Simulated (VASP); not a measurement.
A run of VASP 6.6.1 is set up as follows.

POSCAR

```
GaP
1.0
    0.0000000000      2.6520850000      2.6520850000
    2.6520850000      0.0000000000      2.6520850000
    2.6520850000      2.6520850000      0.0000000000
P Ga
1 1
Direct
    0.2500000000      0.2500000000      0.2500000000
    0.0000000000      0.0000000000      0.0000000000
```

File INCAR.step1:

```
ALGO = Normal
EDIFF = 1E-5
ENCUT = 550
GGA = PE
GGA_COMPAT = F
ISMEAR = -1
LASPH = T
LCHARG = F
LREAL = F
LWAVE = T
NBANDS = 16
NELM = 120
PREC = Accurate
SIGMA = 0.1
```

The input INCAR.step2:

```
ALGO = Normal
EDIFF = 1E-6
ENCUT = 550
GGA_COMPAT = F
ISIF = 2
ISMEAR = -1
ISTART = 1
LASPH = T
LCHARG = F
LMIXTAU = T
LREAL = F
LWAVE = F
METAGGA = R2SCAN
NBANDS = 16
NELM = 120
PREC = Accurate
SIGMA = 0.1
```

The input KPOINTS:

```
k-points
0
Gamma
  8 8 8
```

Potentials or basis: VASP PAW PBE potentials, release 64 (P, Ga_d).

Command:

```console
$ cat potpaw_PBE.64/P/POTCAR potpaw_PBE.64/Ga_d/POTCAR > POTCAR
$ cp INCAR.step1 INCAR
$ mpirun -np 1 vasp_std > vasp.out
$ cp INCAR.step2 INCAR
$ mpirun -np 1 vasp_std > vasp.out
```

(1) Estimate the band gap on the k mesh.

(2) Predict the pressure.

## Answers

(1) 1.73 eV (least direct gap 3.07 eV).

(2) 8.6 GPa.

Caveat: the cell stands under pressure; the PAW data sets were made with another functional, which shifts forces and pressure a little.
